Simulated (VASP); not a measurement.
Write the native input for VASP 6.6.1 that does the following.

```
Task                   : single point
Functional             : pbe exchange, lda correlation
Potentials or basis    : VASP PAW PBE potentials, release 64 (Ga_d)
Cutoff                 : 500 eV
k mesh                 : 13 × 13 × 13
Occupations            : fermi-dirac, width 0.01 eV
Spin                   : collinear spin
Starting moments       : [0.5] μB
Dipole correction      : no
Further INCAR settings : ALGO = Normal; EDIFF = 1e-06; NBANDS = 16
```

The structure of Ga lies in POSCAR:

```
Ga
1.0
   -1.3843987196      1.3843987196      2.3112238365
    1.3843987196     -1.3843987196      2.3112238365
    1.3843987196      1.3843987196     -2.3112238365
Ga
1
Direct
    0.0000000000      0.0000000000      0.0000000000
```

One way to write it, as run:

INCAR

```
SYSTEM = Ga
PREC = Accurate
ENCUT = 500
EDIFF = 1E-6
ISMEAR = -1
SIGMA = 0.01
LREAL = .FALSE.
LASPH = .TRUE.
NELM = 200
ALGO = Normal
ISIF = 2
LWAVE = .FALSE.
LCHARG = .TRUE.
ISPIN = 2
MAGMOM = 0.5
LORBIT = 11
GGA = LIBXC
LIBXC1 = GGA_X_PBE
LIBXC2 = LDA_C_PW
LELF = .TRUE.
LVHAR = .TRUE.
NBANDS = 16
GGA_COMPAT = .FALSE.
```

KPOINTS

```
Automatic mesh
0
G
  13 13 13
  0 0 0
```

Potentials or basis: VASP PAW PBE potentials, release 64 (Ga_d).

Command:

```sh
$ cat potpaw_PBE.64/Ga_d/POTCAR > POTCAR
$ mpirun -np 1 vasp_std > vasp.out
```

It gave:

| Quantity | Value |
| --- | --- |
| Pressure | 11.9 GPa |
| Net moment | 0.00 μB per cell |
| Valence electrons inside the program's atomic spheres | Ga 11.61 |

Caveat: the cell stands under pressure; the PAW data sets were made with another functional, which shifts forces and pressure a little.

Wall time 40 s on 1 thread of Intel(R) Xeon(R) 6975P-C (Granite Rapids), on a shared host, peak memory 0.2 GiB.
